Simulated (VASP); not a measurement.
# H15NO6 in VASP: a series of runs

The runs below take H15NO6 through single point, with PBE+D3(BJ).

Everything below comes from runs of VASP 6.6.1. Logs are shortened: lines on timing, memory, paths and dates and some standing lists are left out, and cuts for length are marked.

**1. The cell of the first run**

The cell holds an amorphous packing of atoms, 22 atoms: a = 5.820 Å, b = 5.820 Å, c = 5.820 Å, α = 90.00°, β = 90.00°, γ = 90.00°.

**2. Single point, PBE+D3(BJ)**

INCAR reads:

```
SYSTEM = H15NO6
  PREC = Accurate
  ENCUT = 520
  EDIFF = 1E-6
  ISMEAR = -1
  SIGMA = 0.02
  LREAL = Auto
  LASPH = .TRUE.
  NELM = 80
  ALGO = Normal
  ISIF = 2
  LWAVE = .FALSE.
  LCHARG = .FALSE.
  GGA = PE
  IVDW = 12
  NBANDS = 45
```

KPOINTS reads:

```
regular mesh
0
G
  1 1 1
  0 0 0
```

POSCAR reads:

```
H15NO6
1.0
    5.8196320000      0.0000000000      0.0000000000
    0.0000000000      5.8196320000      0.0000000000
    0.0000000000      0.0000000000      5.8196320000
O H N
6 15 1
Direct
    1.1305354016      0.6424289371      0.8612572066
   -0.1182892664      0.2050645127      0.7683819183
    0.6407621650      0.8919807988      0.0072685008
    0.6095058932      0.1772792506      0.3971213300
    0.4928146659      0.3938221523      0.9830002997
    0.4260063179      0.6869162861      0.5196720342
    1.1436290130      0.7692926288      0.9876225851
    0.9870039893      0.5642281161      0.9042496158
   -0.1829497123      0.1966103699      0.6070143267
    0.0452777770      0.1704918799      0.7454595067
    0.7792073451      0.9212266343     -0.0838369161
    0.6232868333      0.7183615734      0.0159460255
    0.5411338724      0.3251580169      0.3480116956
    0.6214138626      0.0872220099      0.2542256967
    0.3657447756      0.4848072868      0.9142502481
    0.6006221699      0.3182159972      0.8760519565
    0.5001003500      0.8267533067      0.5763251010
    0.3029916668      0.6553335331      0.6297477229
    0.0057907442      0.0242627025      0.2249454948
    0.2331247062     -0.1454902990      0.3107069313
    0.2786258650      0.0650556599      0.1270698903
    0.1535492279     -0.0608114053      0.1727600646
```

Potentials or basis: VASP PAW PBE potentials, release 64 (O, H, N).

Command:

```console
$ cat potpaw_PBE.64/O/POTCAR potpaw_PBE.64/H/POTCAR potpaw_PBE.64/N/POTCAR > POTCAR
$ mpirun -np 1 vasp_gam > vasp.out
```

OUTCAR:

```text
SYSTEM = H15NO6
   PREC = Accurate
   ENCUT = 520
   EDIFF = 1E-6
   ISMEAR = -1
   LREAL = Auto
   LASPH = .TRUE.
   NELM = 80
   ISIF = 2
   GGA = PE
   IVDW = 12
 IVDW          = 12

 ion  position               nearest neighbor table
   1  0.131  0.642  0.861-   8 0.98   7 1.04
   2  0.882  0.205  0.768-  10 0.98   9 1.01
   3  0.641  0.892  0.007-  11 0.98  12 1.02
   4  0.610  0.177  0.397-  14 0.99  13 0.99
   5  0.493  0.394  0.983-  16 0.99  15 0.99
   6  0.426  0.687  0.520-  18 0.98  17 0.98
   7  0.144  0.769  0.988-   1 1.04
   8  0.987  0.564  0.904-   1 0.98
   9  0.817  0.197  0.607-   2 1.01
  10  0.045  0.170  0.745-   2 0.98
  11  0.779  0.921  0.916-   3 0.98
  12  0.623  0.718  0.016-   3 1.02
  13  0.541  0.325  0.348-   4 0.99
  14  0.621  0.087  0.254-   4 0.99
  15  0.366  0.485  0.914-   5 0.99
  16  0.601  0.318  0.876-   5 0.99
  17  0.500  0.827  0.576-   6 0.98
  18  0.303  0.655  0.630-   6 0.98
  19  0.006  0.024  0.225-  22 1.04
  20  0.233  0.855  0.311-  22 1.05
  21  0.279  0.065  0.127-  22 1.07
  22  0.154  0.939  0.173-  19 1.04  20 1.05  21 1.07

  LATTYP: Found a simple cubic cell.
 ALAT       =     5.8196320000

  Lattice vectors:

 A1 = (   5.8196320000,   0.0000000000,   0.0000000000)
 A2 = (   0.0000000000,   5.8196320000,   0.0000000000)
 A3 = (   0.0000000000,   0.0000000000,   5.8196320000)

Analysis of symmetry for initial positions (statically):
=====================================================================
 Subroutine PRICEL returns:
 Original cell was already a primitive cell.

 Routine SETGRP: Setting up the symmetry group for a
 simple cubic supercell.

 Subroutine GETGRP returns: Found  1 space group operations
 (whereof  1 operations were pure point group operations)
 out of a pool of 48 trial point group operations.

The static configuration has the point symmetry C_1 .

Analysis of symmetry for dynamics (positions and initial velocities):
=====================================================================
 Subroutine PRICEL returns:
 Original cell was already a primitive cell.

 Routine SETGRP: Setting up the symmetry group for a
 simple cubic supercell.

 Subroutine GETGRP returns: Found  1 space group operations
 (whereof  1 operations were pure point group operations)
 out of a pool of 48 trial point group operations.

The dynamic configuration has the point symmetry C_1 .

 Subroutine INISYM returns: Found  1 space group operations
 (whereof  1 operations are pure point group operations),
 and found     1 'primitive' translations

----------------------------------------------------------------------------------------

                                     Primitive cell

  volume of cell :     197.1000

  direct lattice vectors                    reciprocal lattice vectors
     5.819632000  0.000000000  0.000000000     0.171832171  0.000000000  0.000000000
     0.000000000  5.819632000  0.000000000     0.000000000  0.171832171  0.000000000
     0.000000000  0.000000000  5.819632000     0.000000000  0.000000000  0.171832171

  length of vectors
     5.819632000  5.819632000  5.819632000     0.171832171  0.171832171  0.171832171

  position of ions in fractional coordinates (direct lattice)
     0.130535402  0.642428937  0.861257207
     0.881710734  0.205064513  0.768381918
     0.640762165  0.891980799  0.007268501
     0.609505893  0.177279251  0.397121330
     0.492814666  0.393822152  0.983000300
     0.426006318  0.686916286  0.519672034
[... 14 lines left out ...]
     0.278625865  0.065055660  0.127069890
     0.153549228  0.939188595  0.172760065

  ion indices of the primitive-cell ions
   primitive index   ion index
                 1           1
                 2           2
                 3           3
                 4           4
                 5           5
                 6           6
[... 14 lines left out ...]
                21          21
                22          22

----------------------------------------------------------------------------------------

 KPOINTS: regular mesh

Automatic generation of k-mesh.
 Grid dimensions read from file:
 generate k-points for:    1    1    1

 Generating k-lattice:

  Cartesian coordinates                     Fractional coordinates (reciprocal lattice)
     0.171832171  0.000000000  0.000000000     1.000000000  0.000000000  0.000000000
     0.000000000  0.171832171  0.000000000     0.000000000  1.000000000  0.000000000
     0.000000000  0.000000000  0.171832171     0.000000000  0.000000000  1.000000000

  Length of vectors
     0.171832171  0.171832171  0.171832171

  Shift w.r.t. Gamma in fractional coordinates (k-lattice)
     0.000000000  0.000000000  0.000000000

 Subroutine IBZKPT returns following result:
 ===========================================

 Found      1 irreducible k-points:

 Following reciprocal coordinates:
            Coordinates               Weight
  0.000000  0.000000  0.000000      1.000000
   k-points           NKPTS =      1   k-points in BZ     NKDIM =      1   number of bands    NBANDS=     45
   number of dos      NEDOS =    301   number of ions     NIONS =     22
   total plane-waves  NPLWV = 110592
   dimension x,y,z NGX =    48 NGY =   48 NGZ =   48
   dimension x,y,z NGXF=    96 NGYF=   96 NGZF=   96
   ions per type =               6  15   1
   NGX,Y,Z   is equivalent  to a cutoff of  13.71, 13.71, 13.71 a.u.
   NGXF,Y,Z  is equivalent  to a cutoff of  27.42, 27.42, 27.42 a.u.
 SYSTEM =  H15NO6
   PREC   = accura    normal or accurate (medium, high low for compatibility)
   ISTART =      0    job   : 0-new  1-cont  2-samecut
   ICHARG =      2    charge: 1-file 2-atom 10-const
   ISPIN  =      1    spin polarized calculation?
   LNONCOLLINEAR =      F non collinear calculations
   LSORBIT =      F    spin-orbit coupling
   LASPH  =      T    aspherical Exc in radial PAW
   ENCUT  =  520.0 eV  38.22 Ry    6.18 a.u.  10.82 10.82 10.82*2*pi/ulx,y,z
   NELM   =     80;   NELMIN=  2; NELMDL= -5     # of ELM steps
   EDIFF  = 0.1E-05   stopping-criterion for ELM
   LREAL  =      T    real-space projection
   EDIFFG = 0.1E-04   stopping-criterion for IOM
   NSW    =      0    number of steps for IOM
   IBRION =     -1    ionic relax: 0-MD 1-quasi-New 2-CG
   NFREE  =      0    steps in history (QN), initial steepest desc. (CG)
   ISIF   =      2    stress and relaxation
   ISYM   =      2    0-nonsym 1-usesym 2-fastsym
   POTIM  = 0.5000    time-step for ionic-motion
   TEBEG  =    0.0;   TEEND  =   0.0 temperature during run
   PSTRESS=    0.0 pullay stress
   NELECT =      56.0000    total number of electrons
   NUPDOWN=      -1.0000    fix difference up-down
   EMIN   =  10.00;   EMAX   =-10.00  energy-range for DOS
   EFERMI =   0.00;   METHOD = LEGACY
   ISMEAR =    -1;   SIGMA  =   0.02  broadening in eV -4-tet -1-fermi 0-gaus
   EFERMI_NEDOS =   21; number of points for ismear=-14 and -15
   IALGO  =     38    algorithm
   IMIX   =      4    mixing-type and parameters
     AMIX     =   0.40;   BMIX     =  1.00
     AMIX_MAG =   1.60;   BMIX_MAG =  1.00
  volume/ion in A,a.u.               =       8.96        60.46
  Fermi-wavevector in a.u.,A,eV,Ry     =   1.076239  2.033796 15.759492  1.158290
  Thomas-Fermi vector in A             =   2.212118
   LORBIT       =      0    0 simple, 1 ext, 2 COOP (PROOUT), +10 PAW based schemes
   GGA     = PE    functional components
   LHFCALC =     F    Hartree Fock is set to
   AEXX    =    0.0000 exact exchange contribution
   IVDW    =    12    specifies the selected vdW correction
   LEPSILON=     F    determine dielectric tensor
   LRPA    =     F    only Hartree local field effects (RPA)
 non-spin polarized calculation
  energy-cutoff  :      520.00
  volume of cell :      197.10
 maximum number of plane-waves:      2689
 NGX is ok and might be reduce to    42
   NGX = 21   NGY = 21   NGZ = 21

 number of electron      56.0000002 magnetization

 Free energy of the ion-electron system (eV)
  ---------------------------------------------------
  ext. energy  EPLUGINS =         0.00000000
  ---------------------------------------------------
  free energy    TOTEN  =      -107.11550715 eV

  energy without entropy =     -107.11550715  energy(sigma->0) =     -107.11550715

 E-fermi :  -2.4233     XC(G=0):  -7.1597

 val. band max:       -3.0021312370   @ k =   0.0000   0.0000   0.0000
 cond. band min:       1.4304964836   @ k =   0.0000   0.0000   0.0000
 fundamental gap:      4.4326277206
 Fermi energy:        -2.4233435298

 k-point     1 :       0.0000    0.0000    0.0000
  band No.  band energies     occupation
      1     -22.1075      2.00000
      2     -21.6177      2.00000
      3     -21.4850      2.00000
      4     -21.3026      2.00000
      5     -21.1278      2.00000
      6     -20.8527      2.00000
[... 32 lines left out ...]
     39       8.0695      0.00000
     40       8.2088      0.00000
 [bands above 40 left out]

------------------------ aborting loop because EDIFF is reached ----------------------------------------

 Edisp (eV)   -0.85126

 E8    (eV) :    -0.1760

  FORCE on cell =-STRESS in cart. coord.  units (eV):
  Direction    XX          YY          ZZ          XY          YZ          ZX
  --------------------------------------------------------------------------------------
  -------------------------------------------------------------------------------------
  Total      -1.57604    -1.87412     1.56299     0.38311     0.54980     0.63944
  in kB     -12.81125   -15.23429    12.70514     3.11418     4.46916     5.19786
  external pressure =       -5.11 kB  Pullay stress =        0.00 kB

 VOLUME and BASIS-vectors are now :
 -----------------------------------------------------------------------------
  energy-cutoff  :      520.00
  volume of cell :      197.10
      direct lattice vectors                 reciprocal lattice vectors
     5.819632000  0.000000000  0.000000000     0.171832171  0.000000000  0.000000000
     0.000000000  5.819632000  0.000000000     0.000000000  0.171832171  0.000000000
     0.000000000  0.000000000  5.819632000     0.000000000  0.000000000  0.171832171

 POSITION                                       TOTAL-FORCE (eV/Angst)
 -----------------------------------------------------------------------------------
      0.75967      3.73870      5.01220        -0.705792     -0.742079     -0.283602
      5.13123      1.19340      4.47170         0.607864     -0.283051     -1.043479
      3.72900      5.19100      0.04230         0.036129     -1.867331      0.123394
      3.54710      1.03170      2.31110         0.011296      0.468662      0.135441
      2.86800      2.29190      5.72070         0.317569      0.008579      0.475527
      2.47920      3.99760      3.02430         0.464520      0.195271     -0.613779
[... 14 lines left out ...]
      1.62150      0.37860      0.73950        -1.214952     -0.812301      0.279275
      0.89360      5.46573      1.00540         1.140792      1.570590      0.595143
 -----------------------------------------------------------------------------------
    total drift:                                0.002079     -0.005385      0.008451

  FREE ENERGIE OF THE ION-ELECTRON SYSTEM (eV)
  ---------------------------------------------------
  free  energy   TOTEN  =      -107.9667638663 eV

  energy  without entropy=     -107.9667638663  energy(sigma->0) =     -107.96676387
```

Wall time 31 s (1 thread of Intel Xeon Platinum 8488C (Sapphire Rapids), shared host); peak memory 0.31 GiB.

Results:

```yaml
Free_energy: -107.9668 eV
Pressure: -0.5 GPa
Largest_force: 2.030 eV/Å
Band_gap_on_the_k_mesh: 4.43 eV
Dispersion_energy_per_atom: -0.039 eV
```

Forces on the atoms (eV/Å):
```
O   -0.706 -0.742 -0.284
O    0.608 -0.283 -1.043
O    0.036 -1.867  0.123
O    0.011  0.469  0.135
O    0.318  0.009  0.476
O    0.465  0.195 -0.614
H   -0.007  0.525  0.351
H    0.466 -0.223 -0.530
H   -0.213  0.067  0.426
H   -0.301  0.210  0.275
H   -0.186  0.269 -0.033
H    0.015  1.365  0.058
H    0.358 -0.412  0.091
H    0.019 -0.208 -0.123
H    0.036 -0.346 -0.271
H   -0.596  0.509  0.129
H   -0.079 -0.180 -0.036
H   -0.389  0.065  0.405
H    0.694 -0.397 -0.088
H   -0.474  0.218 -0.323
H   -1.215 -0.812  0.279
N    1.141  1.571  0.595
```

Levels at points of the mesh, in eV from the valence-band top:
```tsv
k point	band 25	band 26	band 27	band 28	band 29	band 30	band 31	band 32
(0.00, 0.00, 0.00)	-0.63	-0.50	-0.32	0.00	4.43	7.68	8.31	8.56
```

Caveat: the k points lie up to 1.08 Å⁻¹ apart.

**3. Single point, PBE+D3(BJ)**

INCAR reads:

```
SYSTEM = H15NO6
ALGO = Normal
EDIFF = 1E-6
ENCUT = 520
GGA = PE
ISIF = 2
ISMEAR = -1
IVDW = 12
LASPH = .TRUE.
LCHARG = .FALSE.
LREAL = Auto
LWAVE = .FALSE.
NBANDS = 45
NELM = 100
PREC = Accurate
SIGMA = 0.02
```

KPOINTS reads:

```
k-points
0
G
  1 1 1
  0 0 0
```

POSCAR reads:

```
H15NO6
1.0
    5.8196320000      0.0000000000      0.0000000000
    0.0000000000      5.8196320000      0.0000000000
    0.0000000000      0.0000000000      5.8196320000
O H N
6 15 1
Direct
    1.1108606180      0.6214825955      0.8532154610
   -0.0755717887      0.1939469712      0.7271250141
    0.6376176363      0.8435069434     -0.0224928312
    0.6652654326      0.1532399299      0.3604351615
    0.4688784445      0.3996644461      0.9728106519
    0.4452687043      0.7022780822      0.5167508873
    1.0957050205      0.7320737806      0.9919012061
    0.9959048957      0.4964746912      0.8649172319
   -0.1583605286      0.1681205959      0.5873223599
    0.0792318140      0.1343899408      0.6952329632
    0.7818879269      0.8829252434     -0.0912085163
    0.6069627770      0.6744412705      0.0126812142
    0.5789884996      0.2728694873      0.2922865226
    0.6679460145      0.0408960567      0.2340010502
    0.3191095245      0.4733976306      0.9189412664
    0.5349479142      0.3390248731      0.8352933656
    0.5157370775      0.8331282803      0.5796586451
    0.3319282044      0.6683755949      0.6394046909
    0.0307407754      0.0300362635      0.2415788490
    0.2514248324     -0.1244752246      0.2784368496
    0.2521637107      0.0696092124      0.0721866950
    0.1532571132     -0.0500718946      0.1504390656
```

Potentials or basis: VASP PAW PBE potentials, release 64 (O, H, N).

Command:

```console
$ cat potpaw_PBE.64/O/POTCAR potpaw_PBE.64/H/POTCAR potpaw_PBE.64/N/POTCAR > POTCAR
$ mpirun -np 1 vasp_gam > vasp.out
```

Wall time 30 s (1 thread of Intel Xeon Platinum 8488C (Sapphire Rapids), shared host); peak memory 0.33 GiB.

It converged, with:

```
Free energy                : -107.9135 eV
Pressure                   : 2.2 GPa
Largest force              : 2.065 eV/Å
Band gap on the k mesh     : 4.50 eV
Dispersion energy per atom : -0.039 eV
```

Forces in eV/Å, atoms in the order of the input:
```
O   -0.680 -0.700  0.170
O    1.451 -0.153  1.441
O   -1.275 -0.440  1.129
O    0.697 -1.179  0.532
O   -0.531  0.059  0.758
O   -1.368 -1.479 -0.402
H    0.319  0.427 -0.216
H    0.212  0.320 -0.457
H   -1.005  0.026 -1.509
H   -0.460  0.160  0.202
H    0.734 -0.373 -0.370
H    0.695  1.173 -0.689
H   -0.791  1.588 -0.601
H   -0.108 -0.600 -0.194
H    0.262  0.168  0.333
H    0.637 -0.411 -0.677
H    1.206  1.576  0.571
H   -0.072 -0.115 -0.427
H   -0.756  0.612  0.001
H    0.307 -0.101 -0.292
H    0.279  0.299 -0.088
N    0.248 -0.857  0.783
```

Stress tensor (GPa, compression positive):
```
 3.18 -0.93  1.22
-0.93  1.69  1.07
 1.22  1.07  1.84
```

Levels at points of the mesh, in eV from the valence-band top:
| k point | band 24 | band 25 | band 26 | band 27 | band 28 | band 29 | band 30 | band 31 | band 32 | band 33 |
| --- | --- | --- | --- | --- | --- | --- | --- | --- | --- | --- |
| (0.00, 0.00, 0.00) | -0.76 | -0.72 | -0.53 | -0.33 | 0.00 | 4.50 | 7.84 | 8.64 | 8.87 | 9.03 |

Caveat: the k points lie up to 1.08 Å⁻¹ apart.

(Continued in part 2 of 2.)
